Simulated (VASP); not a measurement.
Runs of VASP 6.6.1 on BaAgF3. The structure is that of space group Pm-3m (No. 221), or close to it. The cells are those of the table. 

| task | cell | k mesh | cutoff (eV) | smearing | gap on the mesh (eV) | pressure (GPa) | relaxed volume (Å³/atom) |
| --- | --- | --- | --- | --- | --- | --- | --- |
| electric field gradients | a = 4.579 Å, 5 atoms | 8 × 8 × 8 | 520 | gaussian 0.01 eV | 0.26 | 0.0 | - |
| relaxation of cell and atoms | relaxed from a = 4.094 Å, 5 atoms | 6 × 6 × 6 | 600 | gaussian 0.1 eV | (b) | -0.1 | 19.08 |
| relaxation of cell and atoms | relaxed from a = 4.585 Å, 5 atoms | 8 × 8 × 8 | 600 | gaussian 0.02 eV | 0.26 | 0.0 | 19.19 |
| single point | a = 4.585 Å, 5 atoms | 6 × 6 × 6 | 520 | gaussian 0.1 eV | (a) | -0.2 | - |
| single point | a = 4.579 Å, 5 atoms | 8 × 8 × 8 | 520 | gaussian 0.02 eV | 0.26 | 0.0 | - |

Alike in all rows: level PBE; potentials or basis VASP PAW PBE potentials, release 64 (Ba_sv, Ag, F); no spin polarisation.

Task: Fill in the values left out.

Result: (a) 0.27; (b) 0.25.

Caveats: semilocal functionals underestimate gaps, and a narrow one can read as zero; spin-orbit coupling is left out, which moves the levels of the heavy elements; the volume moved by over 15 % at a fixed basis, so the end points are rough (at least some runs).

A k mesh can miss the band edges, and the runs leave out spin-orbit coupling on Ag, Ba.
